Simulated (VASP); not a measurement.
Wanted: the native input for a VASP 6.6.1 run.

```
Task                   : single point
Functional             : PBE
Potentials or basis    : VASP PAW PBE potentials, release 64 (La)
Cutoff                 : 520 eV
k mesh                 : 11 × 11 × 6
Occupations            : fermi-dirac, width 0.1 eV
Spin                   : no spin polarisation
Dipole correction      : no
Further INCAR settings : ALGO = Normal; EDIFF = 1e-07; NBANDS = 18
```

The structure of La lies in POSCAR:

```
La
1.0
   -2.0597381327      2.5046126215      1.8363435421
    2.5046126215     -2.0597381327      1.8363435421
    4.1958243141      4.1958243141     -1.0215551011
La
2
Direct
    0.0413808848      0.9586191152      0.0000000000
    0.7086191152      0.2913808848      0.5000000000
```

These files were run (other wordings do the same):

INCAR

```
SYSTEM = La
  PREC = Accurate
  ENCUT = 520
  EDIFF = 1E-7
  ISMEAR = -1
  SIGMA = 0.1
  LREAL = .FALSE.
  LASPH = .TRUE.
  NELM = 100
  ALGO = Normal
  ISIF = 2
  LWAVE = .FALSE.
  LCHARG = .FALSE.
  GGA = PE
  NBANDS = 18
```

KPOINTS

```
Automatic mesh
0
G
  11 11 6
  0 0 0
```

Potentials or basis: VASP PAW PBE potentials, release 64 (La).

Run with:

```console
$ cat potpaw_PBE.64/La/POTCAR > POTCAR
$ mpirun -np 1 vasp_std > vasp.out
```

Results of the run:

```yaml
Pressure: 1.2 GPa
Band_gap_on_the_k_mesh: zero (bands 11 and 12 overlap by 1.51 eV)
```

Caveat: spin-orbit coupling is left out, which moves the levels of the heavy elements.

It took 2.6 min on 1 thread of Intel(R) Xeon(R) 6975P-C (Granite Rapids) (shared host), peak memory 0.39 GiB.
